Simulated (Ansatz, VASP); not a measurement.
One calculation of LaY4F, two programs

```
CELL_PARAMETERS angstrom
0.00000 4.71762 4.71762
4.71762 0.00000 4.71762
4.71762 4.71762 0.00000
ATOMIC_POSITIONS crystal
La 0.00000 0.00000 0.00000
Y 0.87932 0.37356 0.37356
Y 0.37356 0.37356 0.37356
Y 0.37356 0.87932 0.37356
Y 0.37356 0.37356 0.87932
F 0.75000 0.75000 0.75000
```

Change from the starting cell: species swapped into the LuCdNi4 type (F-43m, No. 216).

Alike in both runs: functional PBE; k mesh 4 × 4 × 4; occupations gaussian, width 0.1 eV; no spin polarisation.

Ansatz relaxed the structure, and its values are those at the end. VASP's run is a single point on that final structure, the one shown.

|  | VASP | Ansatz |
| --- | --- | --- |
| version | VASP 6.6.1 | Ansatz 0.2.0 |
| potentials or method | VASP PAW PBE potentials, release 64 (La, Y_sv, F), cutoff 520 eV | scalar-relativistic, plane waves, PAW |
| valence electrons in the cell | 62 | 62 |

VASP gave:

| Item | Value |
| --- | --- |
| gap on the k mesh at the Fermi level (eV) | none |
| pressure (GPa) | -0.2 |
| rms of the force components (eV/Å) | 0.006 |

Which values does Ansatz return?

gap on the k mesh at the Fermi level (eV): none; pressure (GPa): -0.1; rms of the force components (eV/Å): 0.005.

A gap of «none» marks a metal or a gap that the smearing closes. With one functional, cell and mesh, what is left measures potentials, basis and numerics.

Spin-orbit coupling is off throughout.
